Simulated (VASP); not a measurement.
# Pd: single point with SVWN5

Pd:

```
Pd
1.0
     0.00000    1.94650    1.94650
     1.94650    0.00000    1.94650
     1.94650    1.94650    0.00000
Pd
1
Direct
  0.00000 0.00000 0.00000
```

* Program: VASP 6.6.1
* Task: single point
* Functional: SVWN5
* Potentials or basis: VASP PAW PBE potentials, release 64 (Pd)
* Cutoff: 520 eV
* k mesh: 12 × 12 × 12
* Occupations: fermi-dirac, width 0.05 eV
* Spin: no spin polarisation

* Pressure: -9.2 GPa
* Band gap on the k mesh: zero (band 5 reaches 9.70 eV, above the bottom of band 6 at 8.12 eV)

Levels at points of the mesh, in eV from the Fermi level:
```csv
k point,band 2,band 3,band 4,band 5,band 6,band 7,band 8,band 9
"(0.00, 0.00, 0.00)",-2.85,-2.85,-2.85,-1.20,-1.20,17.24,21.95,21.95
"(0.50, 0.00, 0.00)",-2.88,-2.88,0.00,0.00,0.97,7.24,16.61,20.98
"(0.50, 0.50, 0.00)",-5.12,-0.02,0.31,0.31,3.27,10.70,13.11,13.11
```

Wall time 7.5 s on 1 thread of Intel Xeon 6975P-C (shared host), peak memory 0.13 GiB.

Caveat: the PAW data sets were made with another functional, which shifts forces and pressure a little.
